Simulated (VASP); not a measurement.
Write the native input for VASP 6.6.1 that does the following.

```yaml
Task: single point
Functional: PBE
Potentials_or_basis: VASP PAW PBE potentials, release 64 (Mn_sv, O)
Cutoff: 700 eV
k_mesh: 6 × 6 × 6
Occupations: gaussian, width 0.1 eV
Spin: collinear spin, ferromagnetic start
Starting_moments: "[4.0, 0.0, 0.0] μB"
Dipole_correction: no
Further_INCAR_settings: ALGO = Normal; EDIFF = 1e-06; NBANDS = 24
```

The structure of MnO2 lies in POSCAR:

```
MnO2
1.0
    1.4284348394      0.8247072390      4.5839315268
   -1.4284348394      0.8247072390      4.5839315268
    0.0000000000     -1.6494144781      4.5839315268
Mn O
1 2
Direct
    0.0000000000      0.0000000000      0.0000000000
    0.2643644900      0.2643644900      0.2643644900
    0.7356355100      0.7356355100      0.7356355100
```

One way to write it, as run:

INCAR

```
SYSTEM = MnO2
PREC = Accurate ; ENCUT = 700
EDIFF = 1E-6 ; ISMEAR = 0
SIGMA = 0.1 ; LREAL = .False.
LASPH = .True. ; NELM = 200
ALGO = Normal ; ISIF = 2
LWAVE = .False. ; LCHARG = .True.
ISPIN = 2 ; MAGMOM = 4 0 0
LORBIT = 11 ; LMAXMIX = 4
GGA = PE ; LELF = .True.
LVHAR = .True. ; NBANDS = 24
GGA_COMPAT = .False.
```

KPOINTS

```
regular mesh
0
Gamma
  6 6 6
  0 0 0
```

Potentials or basis: VASP PAW PBE potentials, release 64 (Mn_sv, O).

Launch:

```sh
$ cat potpaw_PBE.64/Mn_sv/POTCAR potpaw_PBE.64/O/POTCAR > POTCAR
$ mpirun -np 1 vasp_std > vasp.out
```

It gave:

```
Pressure                                              : 4.6 GPa
Largest force                                         : 0.194 eV/Å
Band gap on the k mesh                                : 0.89 eV (least direct gap 0.93 eV)
Net moment                                            : 3.00 μB per cell
Site moments                                          : Mn +2.73; O +0.04 μB
Valence electrons inside the program's atomic spheres : Mn 12.78; O 5.00
```

Caveat: the k points lie up to 0.43 Å⁻¹ apart; a cell with one magnetic atom can't hold antiferromagnetic order, which such compounds often take.

Run time: 2.8 min on 1 thread of Intel(R) Xeon(R) Platinum 8375C CPU @ 2.90GHz (Ice Lake) (shared host), peak memory 0.32 GiB.
